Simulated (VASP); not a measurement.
Ca2H3, 5 atoms in the cell. The typed cell holds 5 atoms: a = 3.781 Å, b = 3.781 Å, c = 5.837 Å, α = 89.98°, β = 90.00°, γ = 119.96°. 

- Program: VASP 6.6.1
- Task: single point
- Functional: PBE
- Potentials or basis: VASP PAW PBE potentials, release 64 (Ca_sv, H)
- Cutoff: 520 eV
- k mesh: 6 × 6 × 4
- Occupations: gaussian, width 0.1 eV
- Spin: no spin polarisation
- Dipole correction: no
- Further INCAR settings: ALGO = Normal; EDIFF = 1e-06; NBANDS = 20

Potentials or basis: VASP PAW PBE potentials, release 64 (Ca_sv, H).

Run with:

```sh
$ cat potpaw_PBE.64/Ca_sv/POTCAR potpaw_PBE.64/H/POTCAR > POTCAR
$ mpirun -np 1 vasp_std > vasp.out
```

Hardware: 1 thread of AMD EPYC 9R45 96-Core Processor (Zen 5), on a shared host.

Task: Estimate the wall time of this run.

Result: Run time: 73 s on 1 thread of AMD EPYC 9R45 96-Core Processor (Zen 5), on a shared host, peak memory 0.21 GiB. Counts: scf iterations 13, k points 76.
